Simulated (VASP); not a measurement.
Here is a VASP 6.6.1 calculation.

INCAR

```
ALGO     = Normal         # electronic algorithm
EDIFF    = 1E-6           # SCF threshold, eV
ENCUT    = 520            # plane-wave cutoff, eV
GGA      = PE             # functional
ISIF     = 2              # what is computed and relaxed
ISMEAR   = 0              # smearing method
LASPH    = T              # aspherical terms in the spheres
LCHARG   = F              # write CHGCAR
LREAL    = F              # projectors in reciprocal space
LWAVE    = F              # write WAVECAR
NBANDS   = 26             # bands
NELM     = 60             # most SCF steps
PREC     = Accurate       # precision mode
SIGMA    = 0.05           # smearing width, eV
```

The input KPOINTS:

```
k-points
0
Gamma
  16 16 16
```

POSCAR

```
NbP
1.0
   -1.6749232544      1.6749232544      5.7401081759
    1.6749232544     -1.6749232544      5.7401081759
    1.6749232544      1.6749232544     -5.7401081759
Nb P
2 2
Direct
    0.7499317819      0.7499317819      0.0000000000
    0.4999317819      0.9999317819      0.5000000000
    0.3326967931      0.3326967931      0.0000000000
    0.0826967931      0.5826967931      0.5000000000
```

Potentials or basis: VASP PAW PBE potentials, release 64 (Nb_sv, P).

The run is started by

```bash
$ cat potpaw_PBE.64/Nb_sv/POTCAR potpaw_PBE.64/P/POTCAR > POTCAR
$ mpirun -np 1 vasp_std > vasp.out
```

Question: Predict the band gap on the k mesh.

Answer: Zero (bands 18 and 19 overlap by 0.07 eV).

Question: Predict the pressure.

Answer: -1.5 GPa.

Stress tensor (GPa, compression positive):
```
-1.36  0.00  0.00
 0.00 -1.36  0.00
 0.00  0.00 -1.74
```
